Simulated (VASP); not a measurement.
Write the native input for VASP 6.6.1 that does the following.

```yaml
Task: single point
Functional: r2SCAN
Potentials_or_basis: VASP PAW PBE potentials, release 64 (Ta_pv)
Cutoff: 520 eV
k_mesh: 16 × 16 × 8
Occupations: fermi-dirac, width 0.05 eV
Spin: no spin polarisation
Dipole_correction: no
Further_INCAR_settings: ALGO = Normal; EDIFF = 1e-07; NBANDS = 18
```

The system is Ta.

```
Ta
1.0
     2.88373    0.00000    0.00000
    -1.44187    2.49739    0.00000
     0.00000    0.00000    5.13664
Ta
2
Direct
  0.66667 0.33333 0.75000
  0.33333 0.66667 0.25000
```

This isn't the form of Ta at room conditions, which is bcc.

These files were run (other wordings do the same):

POSCAR

```
Ta
1.0
    2.8837341880      0.0000000029      0.0000000000
   -1.4418670965      2.4973870631      0.0000000000
    0.0000000000      0.0000000000      5.1366378444
Ta
2
Direct
    0.6666666667      0.3333333333      0.7500000000
    0.3333333333      0.6666666667      0.2500000000
```

INCAR.step1

```
PREC = Accurate
ENCUT = 520
ISMEAR = -1
SIGMA = 0.05
LREAL = F
LASPH = T
NELM = 60
NBANDS = 18
GGA = PE
ALGO = Normal
EDIFF = 1E-4
LWAVE = T
LCHARG = F
```

INCAR.step2

```
PREC = Accurate
ENCUT = 520
EDIFF = 1E-7
ISMEAR = -1
SIGMA = 0.05
LREAL = F
LASPH = T
NELM = 60
ALGO = Normal
ISIF = 2
LWAVE = F
LCHARG = F
METAGGA = R2SCAN
LMIXTAU = T
NBANDS = 18
ISTART = 1
```

KPOINTS

```
Automatic mesh
0
Gamma
  16 16 8
```

Potentials or basis: VASP PAW PBE potentials, release 64 (Ta_pv).

Run with:

```bash
$ cat potpaw_PBE.64/Ta_pv/POTCAR > POTCAR
$ cp INCAR.step1 INCAR
$ mpirun -np 1 vasp_std > vasp.out
$ cp INCAR.step2 INCAR
$ mpirun -np 1 vasp_std > vasp.out
```

It gave:

The pressure is 0.6 GPa and the band gap on the k mesh is zero (bands 11 and 12 overlap by 2.26 eV).

Caveat: the PAW data sets were made with another functional, which shifts forces and pressure a little; spin-orbit coupling is left out, which moves the levels of the heavy elements.

It took 7.3 min on 1 thread of Intel Xeon 8259CL (shared host), peak memory 0.23 GiB.
